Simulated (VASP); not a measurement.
**In3Se: single point with PBEsol+D3(BJ)**

The system is In3Se.

```xyz
4
Lattice="4.5879 0.0000 0.0000 0.0000 4.5879 0.0000 0.0000 0.0000 4.5879" Properties=species:S:1:pos:R:3 pbc="T T T"
In    0.0000    2.2939    2.2939
In    2.2939    0.0000    2.2939
In    2.2939    2.2939    0.0000
Se   -0.2250    0.0000    0.0000
```

This cell differs from its parent crystal: atom 4 (Se) moved +0.225 Å towards its neighbour atom 4 (Se) at 4.588 Å.

```yaml
Program: VASP 6.6.1
Task: single point
Functional: PBEsol
Dispersion: D3(BJ)
Potentials_or_basis: VASP PAW PBE potentials, release 64 (In_d, Se)
Cutoff: 520 eV
k_mesh: 10 × 10 × 10
Occupations: gaussian, width 0.15 eV
Spin: no spin polarisation
```

```
Pressure                   : 0.3 GPa
Largest force              : 0.188 eV/Å
Band gap on the k mesh     : zero (an odd number of electrons rules out a gap without spin polarisation)
Dispersion energy per atom : -0.370 eV
```

Forces on the atoms (eV/Å):
```
In   0.188  0.000  0.000
In  -0.162  0.000  0.000
In  -0.162  0.000  0.000
Se   0.135  0.000  0.000
```

Stress tensor (GPa, compression positive):
```
-0.04  0.00  0.00
 0.00  0.44  0.00
 0.00  0.00  0.44
```

Levels at points of the mesh, in eV from the Fermi level:
| k point | band 19 | band 20 | band 21 | band 22 | band 23 | band 24 | band 25 | band 26 |
| --- | --- | --- | --- | --- | --- | --- | --- | --- |
| (0.00, 0.00, 0.00) | -3.90 | -3.87 | -2.02 | -1.96 | 1.24 | 1.25 | 1.25 | 4.44 |
| (0.50, 0.00, 0.00) | -2.95 | -2.95 | -1.25 | -1.17 | -0.24 | -0.24 | 1.20 | 4.15 |
| (0.00, 0.50, 0.00) | -2.93 | -2.86 | -1.38 | -1.17 | -0.30 | -0.07 | 1.15 | 4.23 |
| (0.50, 0.50, 0.00) | -6.10 | -2.36 | -1.13 | -0.51 | -0.46 | 1.70 | 1.75 | 1.81 |
| (0.00, 0.50, 0.50) | -6.20 | -2.45 | -0.81 | -0.50 | -0.50 | 1.73 | 1.78 | 1.78 |
| (0.50, 0.50, 0.50) | -4.92 | -4.44 | -4.24 | -4.24 | -3.74 | 3.48 | 3.48 | 3.55 |

It took 99 s on 1 thread of Intel(R) Xeon(R) 6975P-C (Granite Rapids) (shared host), peak memory 0.43 GiB.

Caveat: the cell differs from its parent crystal (atom 4 (Se) moved +0.225 Å towards its neighbour atom 4 (Se) at 4.588 Å); the PAW data sets were made with another functional, which shifts forces and pressure a little; spin-orbit coupling is left out, which moves the levels of the heavy elements.
